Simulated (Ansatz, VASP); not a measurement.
# Two plane-wave programs on B3As

File INCAR:

```
SYSTEM = B3As
PREC = Accurate
ENCUT = 520
EDIFF = 1E-6
ISMEAR = 0
SIGMA = 0.1
LREAL = .FALSE.
LASPH = .TRUE.
NELM = 100
ALGO = Normal
ISIF = 2
LWAVE = .FALSE.
LCHARG = .FALSE.
GGA = PE
NBANDS = 15
```

File KPOINTS:

```
Automatic mesh
0
G
  6 6 6
  0 0 0
```

File POSCAR:

```
B3As
1.0
    3.5389621900      0.0000000000      0.0000000000
    0.0000000000      3.5389621900      0.0000000000
    0.0000000000      0.0000000000      3.5389621900
B As
3 1
Direct
    0.0000000000      0.5000000000      0.5000000000
    0.5000000000      0.0000000000      0.5000000000
    0.5000000000      0.5000000000      0.0000000000
    0.0000000000      0.0000000000      0.0000000000
```

Input for Ansatz:

```yaml
crystal:
  lattice:
    - [3.53896219, 0.0, 0.0]
    - [0.0, 3.53896219, 0.0]
    - [0.0, 0.0, 3.53896219]
  atoms:
    - { symbol: B, position: [0.0, 0.5, 0.5] }
    - { symbol: B, position: [0.5, 0.0, 0.5] }
    - { symbol: B, position: [0.5, 0.5, 0.0] }
    - { symbol: As, position: [0.0, 0.0, 0.0] }
basis:
  ecutwfc: 420
kpoints:
  mp_grid: { grid: [6, 6, 6] }
hamiltonian:
  xc: pbe
scf:
  occupations: { method: gaussian, width: 0.1 }
  lower_state_search: "off"
output:
  forces: true
  stress: true
  eigenvalues: true
```

Change from the starting cell: species swapped into the GdPd3 type (Pm-3m, No. 221).

Alike in both runs: task single point; functional PBE; k mesh 6 × 6 × 6; occupations gaussian, width 0.1 eV; no spin polarisation.

```csv
,VASP,Ansatz
version,VASP 6.6.1,Ansatz 0.2.0
potentials or method,"VASP PAW PBE potentials, release 64 (B, As), cutoff 520 eV","scalar-relativistic, plane waves, PAW"
valence electrons in the cell,14,24
```

```csv
,VASP,Ansatz,Ansatz less VASP
gap on the k mesh at the Fermi level (eV),none,none,-
pressure (GPa),-11.5,-11.6,-0.11
```

A gap of «none» marks a metal or a gap that the smearing closes. VASP's potentials hold 14 valence electrons a cell and Ansatz's 24, so a difference there can come from the potentials and not from the codes.
